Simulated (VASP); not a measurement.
Crystal: LaBi.

```xyz
2
Lattice="0.0000 3.3500 3.3500 3.3500 0.0000 3.3500 3.3500 3.3500 0.0000" Properties=species:S:1:pos:R:3 pbc="T T T"
La    0.0000    0.0000    0.0000
Bi    3.3500    3.3500    3.3500
```

* Program: VASP 6.6.1
* Task: relaxation of cell and atoms
* Functional: r2SCAN
* Potentials or basis: VASP PAW PBE potentials, release 64 (La, Bi_d)
* Cutoff: 550 eV
* k mesh: 7 × 7 × 7
* Occupations: methfessel-paxton, width 0.05 eV
* Spin: no spin polarisation

At the start: pressure -1.0 GPa; volume 37.60 Å³/atom.

**Question.** Where does the relaxation end?

**Answer.** Over 3 steps the energy falls by 2.2 meV/atom and the volume is 36.87 Å³/atom (-1.9 %); space group Fm-3m (No. 225, to 0.1 Å) before and after.

The path:
```
step  energy change (eV)  largest force (eV/Å)  pressure (GPa)  volume (Å³)
   1              0.0000                0.0000           -0.97        75.19
   2             -0.0023                0.0000            0.72        72.75
   3             -0.0045                0.0000            0.00        73.74
```

Final structure:
```
La Bi
1.0
     0.00000    3.32826    3.32826
     3.32826    0.00000    3.32826
     3.32826    3.32826    0.00000
La Bi
1 1
Direct
  0.00000 0.00000 0.00000
  0.50000 0.50000 0.50000
```

Caveat: the PAW data sets were made with another functional, which shifts forces and pressure a little.
